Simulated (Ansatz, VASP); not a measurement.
## Two plane-wave programs on BN

File POSCAR:

```
BN
1.0
    2.3161923265      0.0000000000      0.0000000000
   -1.1580961633      2.0058813948      0.0000000000
    0.0000000000      0.0000000000      6.6612000000
B N
2 2
Direct
    0.3333333333      0.6666666667      0.2500000000
    0.6666666667      0.3333333333      0.7500000000
    0.3333333333      0.6666666667      0.7500000000
    0.6666666667      0.3333333333      0.2500000000
```

Contents of INCAR.step1:

```
SYSTEM = BN
PREC = Accurate
ENCUT = 520
ISMEAR = 0
SIGMA = 0.05
LREAL = .FALSE.
LASPH = .TRUE.
NELM = 60
NBANDS = 16
GGA = PE
ALGO = Normal
EDIFF = 1E-4
LWAVE = .TRUE.
LCHARG = .FALSE.
```

File INCAR.step2:

```
SYSTEM = BN
PREC = Accurate
ENCUT = 520
EDIFF = 1E-6
ISMEAR = 0
SIGMA = 0.05
LREAL = .FALSE.
LASPH = .TRUE.
NELM = 60
ALGO = Normal
ISIF = 2
LWAVE = .FALSE.
LCHARG = .FALSE.
METAGGA = R2SCAN
LMIXTAU = .TRUE.
NBANDS = 16
ISTART = 1
```

File KPOINTS:

```
Automatic mesh
0
G
  12 12 4
  0 0 0
```

Input for Ansatz:

```yaml
crystal:
  lattice:
    - [2.3161923265, 0.0, 0.0]
    - [-1.1580961633, 2.0058813948, 0.0]
    - [0.0, 0.0, 6.6612]
  atoms:
    - { symbol: B, position: [0.3333333333, 0.6666666667, 0.25] }
    - { symbol: B, position: [0.6666666667, 0.3333333333, 0.75] }
    - { symbol: "N", position: [0.3333333333, 0.6666666667, 0.75] }
    - { symbol: "N", position: [0.6666666667, 0.3333333333, 0.25] }
basis:
  ecutwfc: 500
kpoints:
  mp_grid: { grid: [12, 12, 4] }
hamiltonian:
  xc: r2scan
scf:
  occupations: { method: gaussian, width: 0.05 }
output:
  forces: true
  stress: true
  eigenvalues: true
```

Change from the starting cell: strain -0.0750 x Voigt [1, 1, 0, 0, 0, 0], atoms carried along.

Alike in both runs: task single point; functional r2SCAN; k mesh 12 × 12 × 4; occupations gaussian, width 0.05 eV; no spin polarisation.

|  | VASP | Ansatz |
| --- | --- | --- |
| version | VASP 6.6.1 | Ansatz 0.2.0 |
| potentials or method | VASP PAW PBE potentials, release 64 (B, N), cutoff 520 eV | scalar-relativistic, plane waves, PAW |
| valence electrons in the cell | 16 | 16 |

|  | VASP | Ansatz | Ansatz less VASP |
| --- | --- | --- | --- |
| gap on the k mesh at the Fermi level (eV) | 5.24 | 5.20 | -0.046 |
| least direct gap on the mesh (eV) | 5.97 | 5.91 | -0.068 |
| pressure (GPa) | 79.3 | 78.7 | -0.61 |
| traceless stress, the component that is largest in VASP (GPa) | -78.89 | -77.81 | +1.081 |

VASP's potentials were made for PBE, not for r2SCAN. Both programs put the cell under a high pressure, so it lies far from rest at this level.

Noted on VASP's run: the cell as given lies far from equilibrium.
